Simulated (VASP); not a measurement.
## BN (rocksalt type): relaxation of cell and atoms with PBE

BN (rocksalt type):

```
CELL_PARAMETERS angstrom
0.00000 1.55351 1.55351
1.55351 0.00000 1.55351
1.55351 1.55351 0.00000
ATOMIC_POSITIONS crystal
B 0.00000 0.00000 0.00000
N 0.50000 0.50000 0.50000
```

```
Program                : VASP 6.6.1
Task                   : relaxation of cell and atoms
Functional             : PBE
Potentials or basis    : VASP PAW PBE potentials, release 64 (B, N)
Cutoff                 : 600 eV
k mesh                 : 17 × 17 × 17
Occupations            : fermi-dirac, width 0.05 eV
Spin                   : no spin polarisation
Target pressure        : 270 GPa
Dipole correction      : no
Further INCAR settings : ALGO = Normal; EDIFF = 1e-07; IBRION = 2; EDIFFG = -0.005; NSW = 32; ISIF = 3
```

```yaml
Relaxed_volume: 3.75 Å³/atom
Relaxed_cell: a = 2.198 Å, b = 2.198 Å, c = 2.198 Å, α = 60.00°, β = 60.00°, γ = 60.00°
Space_group_after_relaxing_to_0.05_Å: Fm-3m (No. 225)
Energy_change_on_relaxing_the_enthalpy_is_what_falls: -7.6 meV/atom
Ionic_steps: 3
Pressure_after_relaxing: 270.0 GPa
Band_gap_on_the_k_mesh: 4.33 eV, indirect (least direct gap 7.20 eV)
```

Step by step:
```tsv
step	energy change (eV)	largest force (eV/Å)	pressure (GPa)	volume (Å³)
1	0.0000	0.0000	271.52	7.50
2	-0.0646	0.0000	265.14	7.54
3	-0.0153	0.0000	270.01	7.51
```

Final structure:
```cif
data_structure
_symmetry_space_group_name_H-M 'P 1'
_symmetry_Int_Tables_number 1
_cell_length_a 2.1979
_cell_length_b 2.1979
_cell_length_c 2.1979
_cell_angle_alpha 60.000
_cell_angle_beta 60.000
_cell_angle_gamma 60.000
_cell_volume 7.51
loop_
_atom_site_label
_atom_site_type_symbol
_atom_site_fract_x
_atom_site_fract_y
_atom_site_fract_z
_atom_site_occupancy
B1 B 0.00000 0.00000 0.00000 1
N1 N 0.50000 0.50000 0.50000 1
```

Levels at points of the mesh, in eV from the valence-band top:
| k point | band 2 | band 3 | band 4 | band 5 | band 6 | band 7 |
| --- | --- | --- | --- | --- | --- | --- |
| (0.00, 0.00, 0.00) | -1.13 | -1.13 | -1.13 | 16.03 | 16.03 | 16.03 |

It took 16 s on 1 thread of Intel(R) Xeon(R) Platinum 8488C (Sapphire Rapids), with other jobs on the host, peak memory 0.12 GiB.

Caveat: the cell is relaxed towards a set pressure, so the enthalpy falls and the energy may rise. A k mesh can miss the band edges.
